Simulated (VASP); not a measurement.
Wanted: the native input for a VASP 6.6.1 run.

| Quantity | Value |
| --- | --- |
| Task | single point |
| Functional | LDA |
| Potentials or basis | VASP PAW LDA potentials, release 64 (Ta_pv, H) |
| Cutoff | 520 eV |
| k mesh | 6 × 6 × 1 |
| Occupations | gaussian, width 0.1 eV |
| Spin | no spin polarisation |
| Dipole correction | yes |
| Further INCAR settings | ALGO = Normal; EDIFF = 1e-07; NBANDS = 44 |

The structure of Ta3H lies in POSCAR:

```
Ta3H
1.0
    4.6002247492      0.0000000000      0.0000000000
   -2.3001123746      3.9839114959      0.0000000000
    0.0000000000      0.0000000000     22.4017722044
Ta H
6 2
Direct
    0.6666666667      0.3333333333      0.1785573018
    0.3333333333      0.6666666667      0.2204743848
    0.0000000000      0.0000000000      0.2623914678
    0.6666666667      0.3333333333      0.3016814391
    0.3333333333      0.6666666667      0.3385386112
    0.0000000000      0.0000000000      0.3750494438
    0.2049700398      0.6666666667      0.4665600609
    0.4616966269      0.6666666667      0.4665600609
```

The input as run:

INCAR

```
ALGO = Normal
DIPOL = 0.5 0.5 0.326
EDIFF = 1E-7
ENCUT = 520
GGA = CA
IDIPOL = 3
ISIF = 2
ISMEAR = 0
LASPH = T
LCHARG = F
LDIPOL = T
LREAL = F
LWAVE = F
NBANDS = 44
NELM = 80
PREC = Accurate
SIGMA = 0.1
```

KPOINTS

```
k-points
0
Gamma
  6 6 1
```

Potentials or basis: VASP PAW LDA potentials, release 64 (Ta_pv, H).

The run is started by

```bash
$ cat potpaw_LDA.64/Ta_pv/POTCAR potpaw_LDA.64/H/POTCAR > POTCAR
$ mpirun -np 1 vasp_std > vasp.out
```

It gave:

```yaml
Largest_force: 3.068 eV/Å
Band_gap_on_the_k_mesh: zero (band 34 reaches -1.27 eV, above the bottom of band 35 at -1.31 eV)
```

Caveat: spin-orbit coupling is left out, which moves the levels of the heavy elements.

Wall time 4.8 min on 1 thread of Intel(R) Xeon(R) 6975P-C (Granite Rapids), with other jobs on the host, peak memory 0.46 GiB.
